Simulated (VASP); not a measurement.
W8C9, 17 atoms in the cell. The cell holds a slab with vacuum, 17 atoms: a = 5.716 Å, b = 5.716 Å, c = 16.208 Å, α = 90.00°, β = 90.00°, γ = 120.00°. 

| Item | Value |
| --- | --- |
| Program | VASP 6.6.1 |
| Task | single point |
| Functional | PBE |
| Potentials or basis | VASP PAW PBE potentials, release 64 (W_sv, C) |
| Cutoff | 520 eV |
| k mesh | 3 × 3 × 1 |
| Occupations | fermi-dirac, width 0.05 eV |
| Spin | no spin polarisation |
| Dipole correction | no |
| Further INCAR settings | LREAL = Auto; ALGO = Normal; EDIFF = 1e-06; NBANDS = 88 |

Potentials or basis: VASP PAW PBE potentials, release 64 (W_sv, C).

The run is started by

```sh
$ cat potpaw_PBE.64/W_sv/POTCAR potpaw_PBE.64/C/POTCAR > POTCAR
$ mpirun -np 1 vasp_std > vasp.out
```

Hardware: 1 thread of Intel(R) Xeon(R) Platinum 8559C (Emerald Rapids) (shared host).

Question: How long does it take, and how much memory?

Answer: Wall time 7.3 min on 1 thread of Intel(R) Xeon(R) Platinum 8559C (Emerald Rapids), on a shared host, peak memory 0.62 GiB. Counts: scf iterations 28, k points 4.
